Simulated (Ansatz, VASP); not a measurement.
**GdFe3Cu in VASP and in Ansatz**

File INCAR:

```
  PREC = Accurate
  ENCUT = 520
  EDIFF = 1E-6
  ISMEAR = -5
  SIGMA = 0.1
  LREAL = False
  LASPH = True
  NELM = 150
  ALGO = Normal
  ISIF = 2
  LWAVE = False
  LCHARG = False
  ISPIN = 2
  MAGMOM = -7.1 0 2.3 2.3 1.9
  LORBIT = 11
  LMAXMIX = 6
  GGA = PE
  NBANDS = 38
```

KPOINTS

```
Automatic mesh
0
Gamma
  8 8 8
```

Contents of POSCAR:

```
GdFe3Cu
1.0
    0.0000000000      3.8627943700      0.0000000000
    3.8627943700      0.0000000000      0.0000000000
    1.9313971800      1.9313971800     -4.9387775900
Gd Cu Fe
1 1 3
Direct
    0.1160900000      0.1160900000      0.7678200000
    0.5141000000      0.5141000000      0.9718000000
    0.8662700000      0.3662700000      0.2674600000
    0.3662700000      0.8662700000      0.2674600000
    0.7359000000      0.7359000000      0.5282000000
```

Input for Ansatz:

```yaml
crystal:
  lattice:
    - [0.0, 3.86279437, 0.0]
    - [3.86279437, 0.0, 0.0]
    - [1.93139718, 1.93139718, -4.93877759]
  atoms:
    - { symbol: Gd, position: [0.11609, 0.11609, 0.76782], spin: -7.1 }
    - { symbol: Cu, position: [0.5141, 0.5141, 0.9718] }
    - { symbol: Fe, position: [0.86627, 0.36627, 0.26746], spin: 2.3 }
    - { symbol: Fe, position: [0.36627, 0.86627, 0.26746], spin: 2.3 }
    - { symbol: Fe, position: [0.7359, 0.7359, 0.5282], spin: 1.9 }
kpoints:
  mp_grid: { grid: [8, 8, 8], shift: [0, 0, 0] }
magnetization:
  spin_polarized: true
scf:
  occupations: { method: tetrahedron_uncorrected }
hamiltonian:
  pseudopotentials: { kind: paw }
  xc: pbe
basis:
  ecutwfc: 420
output:
  forces: true
  stress: true
  eigenvalues: true
```

Alike in both runs: task single point; functional PBE; k mesh 8 × 8 × 8; collinear spin.

```csv
,VASP,Ansatz
version,VASP 6.6.1,Ansatz 0.2.0
potentials or method,"VASP PAW PBE potentials, release 64 (Gd, Cu, Fe), cutoff 520 eV",PAW plane waves
occupations,tetrahedron,tetrahedron-uncorrected
valence electrons in the cell,53,85
```

|  | VASP | Ansatz | Ansatz less VASP |
| --- | --- | --- | --- |
| gap on the k mesh at the Fermi level (eV) | none | none | - |
| pressure (GPa) | 9.1 | 9.3 | +0.19 |
| traceless stress, the component that is largest in VASP (GPa) | 3.61 | 3.65 | +0.037 |
| rms of the force components (eV/Å) | 0.432 | 0.429 | -0.0039 |
| net moment per atom (μB) | 0.11 | 0.11 | -0.003 |
| size of the moment on the site where the two differ most (μB) | 6.93 | 7.08 | +0.151 |

Site moments also hang on the region over which each program counts them. Atom by atom the forces differ by 0.012 eV/Å (rms over components). A gap of «none» marks a metal or a gap that the smearing closes. VASP's potentials hold 53 valence electrons a cell and Ansatz's 85, so a difference there can come from the potentials and not from the codes. Ansatz's warnings: band table not solved further.

Spin-orbit coupling is off throughout.
